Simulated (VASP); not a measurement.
# AgBr (Fm-3m) in VASP: further runs, part 3 of 3

VASP 6.6.1.

**5. Electric field gradients, PBE**

This run uses another cell than the first one, of 24.19 Å³/atom, 1.042 times its volume.

Input file INCAR:

```
ALGO = Normal
EDIFF = 1E-8
ENCUT = 400
GGA = PE
GGA_COMPAT = False
ISIF = 2
ISMEAR = -1
LASPH = True
LCHARG = False
LEFG = True
LREAL = False
LWAVE = False
NBANDS = 16
NELM = 120
PREC = Accurate
SIGMA = 0.02
```

Input file KPOINTS:

```
k-points
0
Gamma
  7 7 7
```

Input file POSCAR:

```
AgBr
1.0
    0.0000000000      2.8921694793      2.8921694793
    2.8921694793      0.0000000000      2.8921694793
    2.8921694793      2.8921694793      0.0000000000
Ag Br
1 1
Direct
    0.0000000000      0.0000000000      0.0000000000
    0.5000000000      0.5000000000      0.5000000000
```

Potentials or basis: VASP PAW PBE potentials, release 64 (Ag, Br).

The run is started by

```sh
> cat potpaw_PBE.64/Ag/POTCAR potpaw_PBE.64/Br/POTCAR > POTCAR
> mpirun -np 1 vasp_std > vasp.out
```

OUTCAR:

```text
EDIFF = 1E-8
   ENCUT = 400
   GGA = PE
   ISIF = 2
   ISMEAR = -1
   LASPH = True
   LREAL = False
   NELM = 120
   PREC = Accurate

 ion  position               nearest neighbor table
   1  0.000  0.000  0.000-   2 2.89   2 2.89   2 2.89   2 2.89   2 2.89   2 2.89
   2  0.500  0.500  0.500-   1 2.89   1 2.89   1 2.89   1 2.89   1 2.89   1 2.89

  LATTYP: Found a face centered cubic cell.
 ALAT       =     5.7843389586

  Lattice vectors:

 A1 = (   0.0000000000,   2.8921694793,   2.8921694793)
 A2 = (   2.8921694793,   0.0000000000,   2.8921694793)
 A3 = (   2.8921694793,   2.8921694793,   0.0000000000)

Analysis of symmetry for initial positions (statically):
=====================================================================
 Subroutine PRICEL returns:
 Original cell was already a primitive cell.

 Routine SETGRP: Setting up the symmetry group for a
 face centered cubic supercell.

 Subroutine GETGRP returns: Found 48 space group operations
 (whereof 48 operations were pure point group operations)
 out of a pool of 48 trial point group operations.

The static configuration has the point symmetry O_h .

Analysis of symmetry for dynamics (positions and initial velocities):
=====================================================================
 Subroutine PRICEL returns:
 Original cell was already a primitive cell.

 Routine SETGRP: Setting up the symmetry group for a
 face centered cubic supercell.

 Subroutine GETGRP returns: Found 48 space group operations
 (whereof 48 operations were pure point group operations)
 out of a pool of 48 trial point group operations.

The dynamic configuration has the point symmetry O_h .

 Subroutine INISYM returns: Found 48 space group operations
 (whereof 48 operations are pure point group operations),
 and found     1 'primitive' translations

----------------------------------------------------------------------------------------

                                     Primitive cell

  volume of cell :      48.3839

  direct lattice vectors                    reciprocal lattice vectors
     0.000000000  2.892169479  2.892169479    -0.172880602  0.172880602  0.172880602
     2.892169479  0.000000000  2.892169479     0.172880602 -0.172880602  0.172880602
     2.892169479  2.892169479  0.000000000     0.172880602  0.172880602 -0.172880602

  length of vectors
     4.090145302  4.090145302  4.090145302     0.299437986  0.299437986  0.299437986

  position of ions in fractional coordinates (direct lattice)
     0.000000000  0.000000000  0.000000000
     0.500000000  0.500000000  0.500000000

  ion indices of the primitive-cell ions
   primitive index   ion index
                 1           1
                 2           2

----------------------------------------------------------------------------------------

 KPOINTS: k-points

[... 67 lines left out ...]
   NFREE  =      0    steps in history (QN), initial steepest desc. (CG)
   ISIF   =      2    stress and relaxation
   ISYM   =      2    0-nonsym 1-usesym 2-fastsym
   POTIM  = 0.5000    time-step for ionic-motion
   TEBEG  =    0.0;   TEEND  =   0.0 temperature during run
   PSTRESS=    0.0 pullay stress
   NELECT =      18.0000    total number of electrons
   NUPDOWN=      -1.0000    fix difference up-down
   EMIN   =  10.00;   EMAX   =-10.00  energy-range for DOS
   EFERMI =   0.00;   METHOD = LEGACY
   ISMEAR =    -1;   SIGMA  =   0.02  broadening in eV -4-tet -1-fermi 0-gaus
   EFERMI_NEDOS =   21; number of points for ismear=-14 and -15
   IALGO  =     38    algorithm
   IMIX   =      4    mixing-type and parameters
     AMIX     =   0.40;   BMIX     =  1.00
     AMIX_MAG =   1.60;   BMIX_MAG =  1.00
  volume/ion in A,a.u.               =      24.19       163.26
  Fermi-wavevector in a.u.,A,eV,Ry     =   1.177421  2.225004 18.862045  1.386321
  Thomas-Fermi vector in A             =   2.313768
   LORBIT       =      0    0 simple, 1 ext, 2 COOP (PROOUT), +10 PAW based schemes
   GGA     = PE    functional components
   LHFCALC =     F    Hartree Fock is set to
   AEXX    =    0.0000 exact exchange contribution
   IVDW    =     0    specifies the selected vdW correction
   LEPSILON=     F    determine dielectric tensor
   LRPA    =     F    only Hartree local field effects (RPA)
 non-spin polarized calculation
  energy-cutoff  :      400.00
  volume of cell :       48.38
 maximum number of plane-waves:       893
   NGX = 13   NGY = 13   NGZ = 13

 number of electron      17.9999992 magnetization

 Free energy of the ion-electron system (eV)
  ---------------------------------------------------
  ext. energy  EPLUGINS =         0.00000000
  ---------------------------------------------------
  free energy    TOTEN  =        -4.99426249 eV

  energy without entropy =       -4.99426249  energy(sigma->0) =       -4.99426249

 E-fermi :   3.6758     XC(G=0):  -9.7439

 val. band max:        3.2734793640   @ k =   0.4286   0.0000   0.0000
 cond. band min:       4.0192746849   @ k =   0.0000   0.0000   0.0000
 fundamental gap:      0.7457953209
 Fermi energy:         3.6757538934

 k-point     1 :       0.0000    0.0000    0.0000
  band No.  band energies     occupation
      1     -11.5928      2.00000
      2       0.6413      2.00000
      3       0.6413      2.00000
      4       0.6414      2.00000
      5       0.6414      2.00000
      6       0.6414      2.00000
[... 357 lines left out ...]
      3      -0.5266      2.00000
      4      -0.4285      2.00000
      5       0.8963      2.00000
      6       0.9863      2.00000
[... 8 lines left out ...]
     15      16.0686      0.00000
     16      18.5224      0.00000

------------------------ aborting loop because EDIFF is reached ----------------------------------------

  FORCE on cell =-STRESS in cart. coord.  units (eV):
  Direction    XX          YY          ZZ          XY          YZ          ZX
  --------------------------------------------------------------------------------------
  -------------------------------------------------------------------------------------
  Total        0.2997986      0.2997986      0.2997986      0.0000000     -0.0000000      0.0000000
  in kB        9.9274782      9.9274782      9.9274782      0.0000000     -0.0000000      0.0000000
  external PRESSURE =       9.9274782 kB  Pullay stress =       0.0000000 kB

 VOLUME and BASIS-vectors are now :
 -----------------------------------------------------------------------------
  energy-cutoff  :      400.00
  volume of cell :       48.38
      direct lattice vectors                 reciprocal lattice vectors
     0.000000000  2.892169479  2.892169479    -0.172880602  0.172880602  0.172880602
     2.892169479  0.000000000  2.892169479     0.172880602 -0.172880602  0.172880602
     2.892169479  2.892169479  0.000000000     0.172880602  0.172880602 -0.172880602

 POSITION                                       TOTAL-FORCE (eV/Angst)
 -----------------------------------------------------------------------------------
      0.00000      0.00000      0.00000         0.000000      0.000000      0.000000
      2.89217      2.89217      2.89217        -0.000000     -0.000000     -0.000000
 -----------------------------------------------------------------------------------
    total drift:                                0.000000      0.000000      0.000000

  FREE ENERGIE OF THE ION-ELECTRON SYSTEM (eV)
  ---------------------------------------------------
  free  energy   TOTEN  =        -4.9942624866 eV

  energy  without entropy=       -4.9942624864  energy(sigma->0) =       -4.99426249

 Electric field gradients (V/A^2)
---------------------------------------------------------------------
 ion       V_xx      V_yy      V_zz      V_xy      V_xz      V_yz
---------------------------------------------------------------------
   1       0.000     0.000    -0.000    -0.001    -0.001    -0.001
   2      -0.000    -0.000    -0.000     0.000     0.000     0.000
---------------------------------------------------------------------

 Electric field gradients after diagonalization (V/A^2)
 (convention: |V_zz| > |V_xx| > |V_yy|)
----------------------------------------------------------------------
 ion       V_xx      V_yy      V_zz     asymmetry (V_yy - V_xx)/ V_zz
----------------------------------------------------------------------
   1       0.001     0.001    -0.002       0.000
   2      -0.000    -0.000     0.001       0.000
----------------------------------------------------------------------

           NMR quadrupolar parameters

 Cq : quadrupolar parameter    Cq=e*Q*V_zz/h
 eta: asymmetry parameters     (V_yy - V_xx)/ V_zz
 Q  : nuclear electric quadrupole moment in mb (millibarn)
----------------------------------------------------------------------
 ion       Cq(MHz)       eta       Q (mb)
----------------------------------------------------------------------
   1      -0.000       0.000       1.000
   2       0.000       0.000       1.000
----------------------------------------------------------------------
```

stdout:

```text
POSCAR found type information on POSCAR AgBr
 POSCAR found :  2 types and       2 ions
 scaLAPACK will be used
 LDA part: xc-table for (Slater+PW92), standard interpolation
 POSCAR, INCAR and KPOINTS ok, starting setup
 FFT: planning ... GRIDC
 FFT: planning ... GRID_SOFT
 FFT: planning ... GRID
 WAVECAR not read
 entering main loop
ion   1

ion   2
```

It took 11 s on 1 thread of AMD EPYC 7R13 (Zen 3), shared host; peak memory 0.12 GiB.

What came out:

- Free energy: -4.9943 eV
- Pressure: 1.0 GPa
- Band gap on the k mesh: 0.75 eV, indirect (least direct gap 2.53 eV)

Caveat: without QUAD_EFG the Cq values of the log hold for a quadrupole moment of 1 mb, not for the nuclei. PBE gaps usually lie below the measured ones, often by a third to a half.

**6. Summary**

```csv
level,potentials or basis,cell,gap on the mesh (eV),pressure (GPa)
LDA,"VASP PAW LDA potentials, release 64 (Ag, Br)","a = 4.035 Å, angles 60.0°, 2 atoms",0.48,-3.6
LDA,"VASP PAW LDA potentials, release 64 (Ag, Br)","a = 4.090 Å, angles 60.0°, 2 atoms",0.48,-5.2
PBEsol,"VASP PAW PBE potentials, release 64 (Ag, Br)","a = 4.090 Å, angles 60.0°, 2 atoms",0.58,-2.8
PBE,"VASP PAW PBE potentials, release 64 (Ag, Br)","a = 4.090 Å, angles 60.0°, 2 atoms",0.75,1.0
```

Alike in all rows: task electric field gradients; no spin polarisation; k mesh 7 × 7 × 7; cutoff (eV) 400; smearing fermi-dirac 0.02 eV.

Caveats: the PAW data sets were made with another functional, which shifts forces and pressure a little (some runs).

Total energies depend on the potentials used, so only differences within one code and one set of settings carry meaning.
